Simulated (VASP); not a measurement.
# Cu2Os (Fm-3m) in VASP: a series of runs

Runs on Cu2Os. Level: PBE. Tasks: single point, relaxation of cell and atoms.

Program: VASP 6.6.1. These are calculated values, not measurements. Logs are shortened: lines on timing, memory, paths and dates and some standing lists are left out, and cuts for length are marked.

**1. The cell of the first run**

The structure is cubic, space group Fm-3m (No. 225). The conventional cell has a = 5.741 Å, b = 5.741 Å, c = 5.741 Å, α = 90.00°, β = 90.00°, γ = 90.00°. Within 3.3 Å of Cu (site symmetry -43m) lie 4 Os at 2.49 Å and 6 Cu at 2.87 Å. Within 3.3 Å of Os (site symmetry m-3m) lie 8 Cu at 2.49 Å.

**2. Single point, PBE**

INCAR

```
SYSTEM = Cu2Os
  PREC = Accurate
  ENCUT = 600
  EDIFF = 1E-6
  ISMEAR = 0
  SIGMA = 0.1
  LREAL = .FALSE.
  LASPH = .TRUE.
  NELM = 120
  ALGO = Normal
  ISIF = 2
  LWAVE = .FALSE.
  LCHARG = .TRUE.
  GGA = PE
  LELF = .TRUE.
  LVHAR = .TRUE.
  NBANDS = 22
  GGA_COMPAT = .FALSE.
```

KPOINTS

```
regular mesh
0
G
  6 6 6
  0 0 0
```

POSCAR

```
Cu2Os
1.0
    0.0000000000      2.8702995464      2.8702995464
    2.8702995464      0.0000000000      2.8702995464
    2.8702995464      2.8702995464      0.0000000000
Cu Os
2 1
Direct
    0.2500000000      0.2500000000      0.2500000000
    0.7500000000      0.7500000000      0.7500000000
    0.0000000000      0.0000000000      0.0000000000
```

Potentials or basis: VASP PAW PBE potentials, release 64 (Cu, Os).

Launch:

```
$ cat potpaw_PBE.64/Cu/POTCAR potpaw_PBE.64/Os/POTCAR > POTCAR
$ mpirun -np 1 vasp_std > vasp.out
```

OUTCAR:

```text
SYSTEM = Cu2Os
   PREC = Accurate
   ENCUT = 600
   EDIFF = 1E-6
   ISMEAR = 0
   LREAL = .FALSE.
   LASPH = .TRUE.
   NELM = 120
   ISIF = 2
   GGA = PE

 ion  position               nearest neighbor table
   1  0.250  0.250  0.250-   3 2.49   3 2.49   3 2.49   3 2.49
   2  0.750  0.750  0.750-   3 2.49   3 2.49   3 2.49   3 2.49
   3  0.000  0.000  0.000-   2 2.49   2 2.49   2 2.49   1 2.49   2 2.49   1 2.49   1 2.49   1 2.49

  LATTYP: Found a face centered cubic cell.
 ALAT       =     5.7405990928

  Lattice vectors:

 A1 = (   0.0000000000,   2.8702995464,   2.8702995464)
 A2 = (   2.8702995464,   0.0000000000,   2.8702995464)
 A3 = (   2.8702995464,   2.8702995464,   0.0000000000)

Analysis of symmetry for initial positions (statically):
=====================================================================
 Subroutine PRICEL returns:
 Original cell was already a primitive cell.

 Routine SETGRP: Setting up the symmetry group for a
 face centered cubic supercell.

 Subroutine GETGRP returns: Found 48 space group operations
 (whereof 48 operations were pure point group operations)
 out of a pool of 48 trial point group operations.

The static configuration has the point symmetry O_h .

Analysis of symmetry for dynamics (positions and initial velocities):
=====================================================================
 Subroutine PRICEL returns:
 Original cell was already a primitive cell.

 Routine SETGRP: Setting up the symmetry group for a
 face centered cubic supercell.

 Subroutine GETGRP returns: Found 48 space group operations
 (whereof 48 operations were pure point group operations)
 out of a pool of 48 trial point group operations.

The dynamic configuration has the point symmetry O_h .

 Subroutine INISYM returns: Found 48 space group operations
 (whereof 48 operations are pure point group operations),
 and found     1 'primitive' translations

----------------------------------------------------------------------------------------

                                     Primitive cell

  volume of cell :      47.2946

  direct lattice vectors                    reciprocal lattice vectors
     0.000000000  2.870299546  2.870299546    -0.174197847  0.174197847  0.174197847
     2.870299546  0.000000000  2.870299546     0.174197847 -0.174197847  0.174197847
     2.870299546  2.870299546  0.000000000     0.174197847  0.174197847 -0.174197847

  length of vectors
     4.059216547  4.059216547  4.059216547     0.301719521  0.301719521  0.301719521

  position of ions in fractional coordinates (direct lattice)
     0.250000000  0.250000000  0.250000000
     0.750000000  0.750000000  0.750000000
     0.000000000  0.000000000  0.000000000

  ion indices of the primitive-cell ions
   primitive index   ion index
                 1           1
                 2           2
                 3           3

----------------------------------------------------------------------------------------

 KPOINTS: regular mesh

Automatic generation of k-mesh.
 Grid dimensions read from file:
 generate k-points for:    6    6    6

 Generating k-lattice:

  Cartesian coordinates                     Fractional coordinates (reciprocal lattice)
    -0.029032974  0.029032974  0.029032974     0.166666667  0.000000000  0.000000000
     0.029032974 -0.029032974  0.029032974     0.000000000  0.166666667  0.000000000
     0.029032974  0.029032974 -0.029032974     0.000000000  0.000000000  0.166666667

  Length of vectors
     0.050286587  0.050286587  0.050286587

  Shift w.r.t. Gamma in fractional coordinates (k-lattice)
     0.000000000  0.000000000  0.000000000

 Subroutine IBZKPT returns following result:
 ===========================================

 Found     16 irreducible k-points:

 Following reciprocal coordinates:
            Coordinates               Weight
  0.000000  0.000000  0.000000      1.000000
  0.166667  0.000000  0.000000      8.000000
  0.333333  0.000000  0.000000      8.000000
  0.500000  0.000000  0.000000      4.000000
  0.166667  0.166667  0.000000      6.000000
  0.333333  0.166667  0.000000     24.000000
[... 8 lines left out ...]
 -0.333333  0.333333  0.166667     24.000000
 -0.333333  0.500000  0.166667     12.000000
   k-points           NKPTS =     16   k-points in BZ     NKDIM =     16   number of bands    NBANDS=     22
   number of dos      NEDOS =    301   number of ions     NIONS =      3
   total plane-waves  NPLWV =  32768
   dimension x,y,z NGX =    32 NGY =   32 NGZ =   32
   dimension x,y,z NGXF=    64 NGYF=   64 NGZF=   64
   ions per type =               2   1
   NGX,Y,Z   is equivalent  to a cutoff of  13.11, 13.11, 13.11 a.u.
   NGXF,Y,Z  is equivalent  to a cutoff of  26.21, 26.21, 26.21 a.u.
 SYSTEM =  Cu2Os
   PREC   = accura    normal or accurate (medium, high low for compatibility)
   ISTART =      0    job   : 0-new  1-cont  2-samecut
   ICHARG =      2    charge: 1-file 2-atom 10-const
   ISPIN  =      1    spin polarized calculation?
   LNONCOLLINEAR =      F non collinear calculations
   LSORBIT =      F    spin-orbit coupling
   LASPH  =      T    aspherical Exc in radial PAW
   ENCUT  =  600.0 eV  44.10 Ry    6.64 a.u.   8.11  8.11  8.11*2*pi/ulx,y,z
   NELM   =    120;   NELMIN=  2; NELMDL= -5     # of ELM steps
   EDIFF  = 0.1E-05   stopping-criterion for ELM
   LREAL  =      F    real-space projection
   EDIFFG = 0.1E-04   stopping-criterion for IOM
   NSW    =      0    number of steps for IOM
   IBRION =     -1    ionic relax: 0-MD 1-quasi-New 2-CG
   NFREE  =      0    steps in history (QN), initial steepest desc. (CG)
   ISIF   =      2    stress and relaxation
   ISYM   =      2    0-nonsym 1-usesym 2-fastsym
   POTIM  = 0.5000    time-step for ionic-motion
   TEBEG  =    0.0;   TEEND  =   0.0 temperature during run
   PSTRESS=    0.0 pullay stress
   NELECT =      30.0000    total number of electrons
   NUPDOWN=      -1.0000    fix difference up-down
   EMIN   =  10.00;   EMAX   =-10.00  energy-range for DOS
   EFERMI =   0.00;   METHOD = LEGACY
   ISMEAR =     0;   SIGMA  =   0.10  broadening in eV -4-tet -1-fermi 0-gaus
   EFERMI_NEDOS =   21; number of points for ismear=-14 and -15
   IALGO  =     38    algorithm
   IMIX   =      4    mixing-type and parameters
     AMIX     =   0.40;   BMIX     =  1.00
     AMIX_MAG =   1.60;   BMIX_MAG =  1.00
  volume/ion in A,a.u.               =      15.76       106.39
  Fermi-wavevector in a.u.,A,eV,Ry     =   1.406624  2.658134 26.920367  1.978591
  Thomas-Fermi vector in A             =   2.528966
   LORBIT       =      0    0 simple, 1 ext, 2 COOP (PROOUT), +10 PAW based schemes
   GGA     = PE    functional components
   LHFCALC =     F    Hartree Fock is set to
   AEXX    =    0.0000 exact exchange contribution
   IVDW    =     0    specifies the selected vdW correction
   LEPSILON=     F    determine dielectric tensor
   LRPA    =     F    only Hartree local field effects (RPA)
 non-spin polarized calculation
 Gauss-broadening in eV      SIGMA  =   0.10
  energy-cutoff  :      600.00
  volume of cell :       47.29
 maximum number of plane-waves:      1596
   NGX = 17   NGY = 17   NGZ = 17

 number of electron      30.0000018 magnetization

 Free energy of the ion-electron system (eV)
  ---------------------------------------------------
  ext. energy  EPLUGINS =         0.00000000
  ---------------------------------------------------
  free energy    TOTEN  =       -15.20165568 eV

  energy without entropy =      -15.15873228  energy(sigma->0) =      -15.18019398

 E-fermi :   5.3615     XC(G=0): -11.7301

 val. band max:        5.3491645560   @ k =   0.3333   0.0000   0.0000
 cond. band min:       5.3638033918   @ k =  -0.1667   0.1667   0.0000
 fundamental gap:      0.0146388358
 Fermi energy:         5.3615462258

 k-point     1 :       0.0000    0.0000    0.0000
  band No.  band energies     occupation
      1      -2.7473      2.00000
      2       1.0067      2.00000
      3       1.0067      2.00000
      4       1.8400      2.00000
      5       1.8400      2.00000
      6       1.8400      2.00000
[... 14 lines left out ...]
     21      15.8544      0.00000
     22      15.8546      0.00000

 k-point     2 :       0.1667    0.0000    0.0000
  band No.  band energies     occupation
      1      -2.3229      2.00000
      2       1.1099      2.00000
      3       1.1099      2.00000
      4       1.5475      2.00000
      5       1.6734      2.00000
      6       1.6734      2.00000
[... 14 lines left out ...]
     21      15.1741      0.00000
     22      15.7291      0.00000

 k-point     3 :       0.3333    0.0000    0.0000
  band No.  band energies     occupation
      1      -1.2052      2.00000
      2       1.3494      2.00000
      3       1.3494      2.00000
      4       1.4539      2.00000
      5       1.5691      2.00000
      6       1.5691      2.00000
[... 14 lines left out ...]
     21      15.7681      0.00000
     22      15.7683      0.00000

 k-point     4 :       0.5000    0.0000    0.0000
  band No.  band energies     occupation
      1      -0.2964      2.00000
      2       1.3936      2.00000
      3       1.3936      2.00000
      4       1.5120      2.00000
      5       1.5665      2.00000
      6       1.7009      2.00000
[... 14 lines left out ...]
     21      15.7809      0.00000
     22      15.7809      0.00000

 k-point     5 :       0.1667    0.1667    0.0000
  band No.  band energies     occupation
      1      -2.1762      2.00000
      2       1.0749      2.00000
      3       1.1848      2.00000
      4       1.5427      2.00000
      5       1.6136      2.00000
      6       1.6136      2.00000
[... 217 lines left out ...]
 k-point    14 :       0.5000    0.3333    0.1667
  band No.  band energies     occupation
      1      -0.2831      2.00000
      2       0.9275      2.00000
      3       1.1698      2.00000
      4       1.3447      2.00000
      5       1.6054      2.00000
      6       1.7600      2.00000
[... 14 lines left out ...]
     21      14.7892      0.00000
     22      16.6899      0.00000

 k-point    15 :      -0.3333    0.3333    0.1667
  band No.  band energies     occupation
      1       0.4156      2.00000
      2       0.7728      2.00000
      3       1.1710      2.00000
      4       1.2923      2.00000
      5       1.6006      2.00000
      6       2.0707      2.00000
[... 14 lines left out ...]
     21      16.0101      0.00000
     22      17.7452      0.00000

 k-point    16 :      -0.3333    0.5000    0.1667
  band No.  band energies     occupation
      1       0.5854      2.00000
      2       0.8796      2.00000
      3       0.9721      2.00000
      4       1.2629      2.00000
      5       1.6498      2.00000
      6       1.9285      2.00000
[... 14 lines left out ...]
     21      15.0346      0.00000
     22      17.8224      0.00000

------------------------ aborting loop because EDIFF is reached ----------------------------------------

  FORCE on cell =-STRESS in cart. coord.  units (eV):
  Direction    XX          YY          ZZ          XY          YZ          ZX
  --------------------------------------------------------------------------------------
  -------------------------------------------------------------------------------------
  Total        0.0948043      0.0948043      0.0948043      0.0000000      0.0000000      0.0000000
  in kB        3.2116398      3.2116398      3.2116398      0.0000000      0.0000000      0.0000000
  external PRESSURE =       3.2116398 kB  Pullay stress =       0.0000000 kB

 VOLUME and BASIS-vectors are now :
 -----------------------------------------------------------------------------
  energy-cutoff  :      600.00
  volume of cell :       47.29
      direct lattice vectors                 reciprocal lattice vectors
     0.000000000  2.870299546  2.870299546    -0.174197847  0.174197847  0.174197847
     2.870299546  0.000000000  2.870299546     0.174197847 -0.174197847  0.174197847
     2.870299546  2.870299546  0.000000000     0.174197847  0.174197847 -0.174197847

 POSITION                                       TOTAL-FORCE (eV/Angst)
 -----------------------------------------------------------------------------------
      1.43515      1.43515      1.43515         0.000000      0.000000     -0.000000
      4.30545      4.30545      4.30545         0.000000     -0.000000      0.000000
      0.00000      0.00000      0.00000        -0.000000     -0.000000     -0.000000
 -----------------------------------------------------------------------------------
    total drift:                               -0.000000     -0.000000      0.000000

  FREE ENERGIE OF THE ION-ELECTRON SYSTEM (eV)
  ---------------------------------------------------
  free  energy   TOTEN  =       -15.2016556841 eV

  energy  without entropy=      -15.1587322764  energy(sigma->0) =      -15.18019398
```

Run time: 32 s. Hardware: 1 thread of Intel Xeon 8259CL, shared host; peak memory 0.18 GiB.

What came out:

| Property | Result |
| --- | --- |
| Free energy | -15.2017 eV |
| Pressure | 0.3 GPa |
| Band gap on the k mesh | zero (band 15 reaches 5.62 eV, above the bottom of band 16 at 4.91 eV) |

Levels at points of the mesh, in eV from the Fermi level:
```
           k point  band 13  band 14  band 15  band 16  band 17  band 18
(0.00, 0.00, 0.00)    -1.57    -1.57     0.15     0.15     7.51     9.65
(0.50, 0.00, 0.00)    -0.93    -0.93     0.15     0.15     0.62     5.82
(0.50, 0.50, 0.00)    -0.95    -0.72     0.19     0.19     1.17     1.63
```

Caveat: spin-orbit coupling is left out, which moves the levels of the heavy elements.

**3. Relaxation of cell and atoms, PBE**

This run uses another cell than the first one, of 13.04 Å³/atom, 0.827 times its volume.

INCAR

```
SYSTEM = Cu2Os
ALGO = Normal
EDIFF = 1E-7
EDIFFG = -0.04
ENCUT = 600
GGA = PE
GGA_COMPAT = .False.
IBRION = 2
ISIF = 3
ISMEAR = 0
LASPH = .True.
LCHARG = .False.
LREAL = .False.
LWAVE = .False.
NELM = 120
NELMIN = 4
NSW = 90
PREC = Accurate
SIGMA = 0.1
```

KPOINTS

```
k-points
0
Gamma
  6 6 6
  0 0 0
```

POSCAR

```
Cu2Os
1.0
    0.0000000000      2.6943961800      2.6943961800
    2.6943961800      0.0000000000      2.6943961800
    2.6943961800      2.6943961800      0.0000000000
Cu Os
2 1
Direct
    0.2500000000      0.2500000000      0.2500000000
    0.7500000000      0.7500000000      0.7500000000
    0.0000000000      0.0000000000      0.0000000000
```

Potentials or basis: VASP PAW PBE potentials, release 64 (Cu, Os).

Launch:

```
$ cat potpaw_PBE.64/Cu/POTCAR potpaw_PBE.64/Os/POTCAR > POTCAR
$ mpirun -np 1 vasp_std > vasp.out
```

Run time: 3.2 min. Hardware: 1 thread of Intel Xeon 8259CL, shared host; peak memory 0.18 GiB.

Results (log left out):

```
Free energy                            : -15.1993 eV
Relaxed volume                         : 15.79 Å³/atom
Relaxed cell                           : a = 4.062 Å, b = 4.062 Å, c = 4.062 Å, α = 60.00°, β = 60.00°, γ = 60.00°
Space group after relaxing (to 0.05 Å) : Fm-3m (No. 225)
Energy gained by relaxing              : 325.4 meV/atom
Ionic steps                            : 5
Pressure after relaxing                : 0.1 GPa
Band gap on the k mesh                 : zero (band 15 reaches 5.60 eV, above the bottom of band 16 at 4.89 eV)
```

The path:
```tsv
step	energy change (eV)	largest force (eV/Å)	pressure (GPa)	volume (Å³)
1	0.0000	0.0000	45.45	39.12
2	0.5011	0.0000	-20.90	64.03
3	-0.9716	0.0000	-2.02	48.10
4	-0.9757	0.0000	-0.66	47.61
5	-0.9761	0.0000	0.14	47.38
```

Final structure:
```yaml
crystal:
  lattice:
    - [0.00000, 2.87199, 2.87199]
    - [2.87199, 0.00000, 2.87199]
    - [2.87199, 2.87199, 0.00000]
  atoms:
    - { symbol: Cu, position: [0.25000, 0.25000, 0.25000] }
    - { symbol: Cu, position: [0.75000, 0.75000, 0.75000] }
    - { symbol: Os, position: [0.00000, 0.00000, 0.00000] }
```

Levels at points of the mesh, in eV from the Fermi level:
| k point | band 12 | band 13 | band 14 | band 15 | band 16 | band 17 | band 18 | band 19 |
| --- | --- | --- | --- | --- | --- | --- | --- | --- |
| (0.00, 0.00, 0.00) | -1.56 | -1.56 | -1.56 | 0.15 | 0.15 | 7.50 | 9.64 | 9.64 |
| (0.50, 0.00, 0.00) | -2.54 | -0.93 | -0.93 | 0.15 | 0.15 | 0.62 | 5.81 | 5.81 |
| (0.50, 0.50, 0.00) | -1.53 | -0.95 | -0.72 | 0.19 | 0.19 | 1.17 | 1.63 | 1.63 |

Caveat: the volume moved by over 15 % at a fixed basis, so the end points are rough; spin-orbit coupling is left out, which moves the levels of the heavy elements.
